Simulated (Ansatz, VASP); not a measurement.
**CaO in VASP and in Ansatz**

File POSCAR:

```
CaO
1.0
    0.0000000000      2.4065000000      2.4065000000
    2.4065000000      0.0000000000      2.4065000000
    2.4065000000      2.4065000000      0.0000000000
Ca O
1 1
Direct
    0.0000000000      0.0000000000      0.0000000000
    0.5000000000      0.5000000000      0.5000000000
```

INCAR.step1

```
PREC = Accurate
ENCUT = 520
ISMEAR = 0
SIGMA = 0.05
LREAL = F
LASPH = T
NELM = 60
NBANDS = 15
GGA = PE
ALGO = Normal
EDIFF = 1E-4
LWAVE = T
LCHARG = F
```

INCAR.step2

```
PREC = Accurate
ENCUT = 520
EDIFF = 1E-6
ISMEAR = 0
SIGMA = 0.05
LREAL = F
LASPH = T
NELM = 60
ALGO = Normal
ISIF = 2
LWAVE = F
LCHARG = F
METAGGA = R2SCAN
LMIXTAU = T
NBANDS = 15
ISTART = 1
```

The input KPOINTS:

```
regular mesh
0
Gamma
  10 10 10
```

Input for Ansatz:

```yaml
crystal:
  lattice:
    - [0.0, 2.4065, 2.4065]
    - [2.4065, 0.0, 2.4065]
    - [2.4065, 2.4065, 0.0]
  atoms:
    - { symbol: Ca, position: [0.0, 0.0, 0.0] }
    - { symbol: O, position: [0.5, 0.5, 0.5] }
basis:
  ecutwfc: 500
  fft_grid_basis: typed
kpoints:
  mp_grid: { grid: [10, 10, 10] }
hamiltonian:
  xc: r2scan
scf:
  occupations: { method: gaussian, width: 0.05 }
  n_extra_bands: 6
output:
  forces: true
  stress: false
  eigenvalues: true
  bader: false
  write_density: false
  volumetric_format: npy
  band_densities:
    - { e_range: [-2.7, -2.09] }
    - { e_range: [2.09, 2.7] }
    - { e_range: [-4.72, -2.07] }
    - { e_range: [-18.59, -17.28] }
    - { e_range: [-22.28, -21.04] }
  dos:
    e_range: [-30, 8]
    de: 0.02
    method: { smearing: { sigma: 0.03, scheme: gaussian } }
    projected: { site_lists: { Ca: [Ca], O: [O] } }
checkpoint:
  read: start.run
  write: ck
  compress: false
  write_wavefunctions: false
  write_every: 100000
```

Alike in both runs: task single point; functional r2SCAN; k mesh 10 × 10 × 10; occupations gaussian, width 0.05 eV; no spin polarisation.

|  | VASP | Ansatz |
| --- | --- | --- |
| version | VASP 6.6.1 | Ansatz 0.2.0 |
| potentials or method | VASP PAW PBE potentials, release 64 (Ca_sv, O), cutoff 520 eV | scalar-relativistic, plane waves, PAW |
| valence electrons in the cell | 16 | 16 |

VASP gave:

```
gap on the k mesh at the Fermi level (eV) : 4.19
```

Q: Estimate Ansatz's values.

A: gap on the k mesh at the Fermi level (eV): 4.20.

VASP's potentials were made for PBE, not for r2SCAN. With one functional, cell and mesh, what is left measures potentials, basis and numerics.
